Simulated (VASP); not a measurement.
Ga4Sb3As, 8 atoms in the cell. The structure is cubic, space group P-43m (No. 215). Conventional cell: a = 6.099 Å, b = 6.099 Å, c = 6.099 Å, α = 90.00°, β = 90.00°, γ = 90.00°. Ga (site symmetry 3m) has 1 As at 2.55 Å and 3 Sb at 2.67 Å within 3.4 Å. Within 3.5 Å of Sb (site symmetry -42m) lie 4 Ga at 2.67 Å. Within 3.4 Å of As (site symmetry -43m) lie 4 Ga at 2.55 Å. 

```yaml
Program: VASP 6.6.1
Task: single point
Functional: PBE
Potentials_or_basis: VASP PAW PBE potentials, release 64 (Ga_d, Sb, As)
Cutoff: 520 eV
k_mesh: 4 × 4 × 4
Occupations: gaussian, width 0.1 eV
Spin: no spin polarisation
Dipole_correction: no
Further_INCAR_settings: ALGO = Normal; EDIFF = 1e-06; NBANDS = 46
```

Potentials or basis: VASP PAW PBE potentials, release 64 (Ga_d, Sb, As).

Command:

```bash
$ cat potpaw_PBE.64/Ga_d/POTCAR potpaw_PBE.64/Sb/POTCAR potpaw_PBE.64/As/POTCAR > POTCAR
$ mpirun -np 1 vasp_std > vasp.out
```

Hardware: 1 thread of Intel(R) Xeon(R) Platinum 8559C (Emerald Rapids) (shared host).

Question: Estimate the wall time of this run.

Answer: Wall time 91 s on 1 thread of Intel(R) Xeon(R) Platinum 8559C (Emerald Rapids), with other jobs on the host, peak memory 0.37 GiB. Counts: scf iterations 14, k points 10.
